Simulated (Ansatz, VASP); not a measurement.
TePb in VASP and in Ansatz

```
CELL_PARAMETERS angstrom
0.00000 3.21761 3.21761
3.21761 0.00000 3.21761
3.21761 3.21761 0.00000
ATOMIC_POSITIONS crystal
Te 0.50000 0.50000 0.50000
Pb 0.00000 0.00000 0.00000
```

Alike in both runs: task single point; functional PBE; k mesh 10 × 10 × 10; occupations gaussian, width 0.02 eV; no spin polarisation.

|  | VASP | Ansatz |
| --- | --- | --- |
| version | VASP 6.6.1 | Ansatz 0.2.0 |
| potentials or method | VASP PAW PBE potentials, release 64 (Te, Pb_d), cutoff 500 eV | scalar-relativistic, plane waves, PAW |
| valence electrons in the cell | 20 | 30 |

```tsv
	VASP	Ansatz	Ansatz less VASP
gap on the k mesh at the Fermi level (eV)	0.71	0.70	-0.005
least direct gap on the mesh (eV)	0.71	0.70	-0.005
pressure (GPa)	2.7	2.7	+0.06
```

VASP's potentials hold 20 valence electrons a cell and Ansatz's 30, so a difference there can come from the potentials and not from the codes.

Spin-orbit coupling is off throughout.
